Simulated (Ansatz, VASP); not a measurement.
## MgO in VASP and in Ansatz

Contents of INCAR:

```
SYSTEM = MgO
  PREC = Accurate
  ENCUT = 750
  EDIFF = 1E-6
  ISMEAR = 0
  SIGMA = 0.05
  LREAL = .FALSE.
  LASPH = .TRUE.
  NELM = 120
  ALGO = Normal
  ISIF = 2
  LWAVE = .FALSE.
  LCHARG = .TRUE.
  GGA = PS
  LELF = .TRUE.
  LVHAR = .TRUE.
  NBANDS = 15
  GGA_COMPAT = .FALSE.
```

KPOINTS

```
regular mesh
0
G
  10 10 10
  0 0 0
```

POSCAR

```
MgO
1.0
    0.0000000000      2.4648506248      1.6021529061
    2.4648506248      0.0000000000      1.6021529061
    2.4648506248      2.4648506248      0.0000000000
Mg O
1 1
Direct
    0.0000000000      0.0000000000      0.0000000000
    0.5000000000      0.5000000000      0.5000000000
```

Input for Ansatz:

```yaml
crystal:
  lattice:
    - [0.0, 2.4648506248, 1.6021529061]
    - [2.4648506248, 0.0, 1.6021529061]
    - [2.4648506248, 2.4648506248, 0.0]
  atoms:
    - { symbol: Mg, position: [0.0, 0.0, 0.0] }
    - { symbol: O, position: [0.5, 0.5, 0.5] }
basis:
  ecutwfc: 420
kpoints:
  mp_grid: { grid: [10, 10, 10] }
hamiltonian:
  xc: pbesol
scf:
  occupations: { method: gaussian, width: 0.05 }
output:
  forces: true
  stress: true
  eigenvalues: true
```

Alike in both runs: task single point; functional PBEsol; k mesh 10 × 10 × 10; occupations gaussian, width 0.05 eV; no spin polarisation.

```csv
,VASP,Ansatz
version,VASP 6.6.1,Ansatz 0.2.0
potentials or method,"VASP PAW PBE potentials, release 64 (Mg_sv, O), cutoff 750 eV","scalar-relativistic, plane waves, PAW"
valence electrons in the cell,16,16
```

|  | VASP | Ansatz | Ansatz less VASP |
| --- | --- | --- | --- |
| gap on the k mesh at the Fermi level (eV) | 3.33 | 3.33 | +0.007 |
| least direct gap on the mesh (eV) | 3.33 | 3.33 | +0.006 |

VASP's potentials were made for PBE, not for PBEsol. With one functional, cell and mesh, what is left measures potentials, basis and numerics.
